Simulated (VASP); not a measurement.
A run of VASP 6.6.1 is set up as follows.

POSCAR

```
BiTe
1.0
    0.0000000000      3.2350000000      3.2350000000
    3.2350000000      0.0000000000      3.2350000000
    3.2350000000      3.2350000000      0.0000000000
Bi Te
1 1
Direct
    0.0000000000      0.0000000000      0.0000000000
    0.5000000000      0.5000000000      0.5000000000
```

File INCAR.step1:

```
ALGO = Normal ; EDIFF = 1E-5
ENCUT = 520 ; GGA = PE
ISIF = 2 ; ISMEAR = -1
LASPH = True ; LCHARG = False
LREAL = False ; LWAVE = True
NBANDS = 18 ; NELM = 60
PREC = Accurate ; SIGMA = 0.05
```

The input INCAR.step2:

```
AEXX = 0.15 ; ALGO = Normal
EDIFF = 1E-7 ; ENCUT = 520
GGA = PE ; HFSCREEN = 0.2078699
ISIF = 2 ; ISMEAR = -1
ISTART = 1 ; LASPH = True
LCHARG = False ; LHFCALC = True
LREAL = False ; LWAVE = False
NBANDS = 18 ; NELM = 60
PREC = Accurate ; PRECFOCK = Normal
SIGMA = 0.05
```

File KPOINTS:

```
k-points
0
Gamma
  4 4 4
```

Potentials or basis: VASP PAW PBE potentials, release 64 (Bi_d, Te).

Command:

```bash
$ cat potpaw_PBE.64/Bi_d/POTCAR potpaw_PBE.64/Te/POTCAR > POTCAR
$ cp INCAR.step1 INCAR
$ mpirun -np 1 vasp_std > vasp.out
$ cp INCAR.step2 INCAR
$ mpirun -np 1 vasp_std > vasp.out
```

Task: Predict the band gap on the k mesh.

Result: Zero (an odd number of electrons rules out a gap without spin polarisation).

Task: What does it give for the pressure?

Result: -0.6 GPa.

Caveat: the k points lie up to 0.42 Å⁻¹ apart, too coarse for converged energies and pressures of a metal; the PAW data sets were made with another functional, which shifts forces and pressure a little; spin-orbit coupling is left out, which moves the levels of the heavy elements.
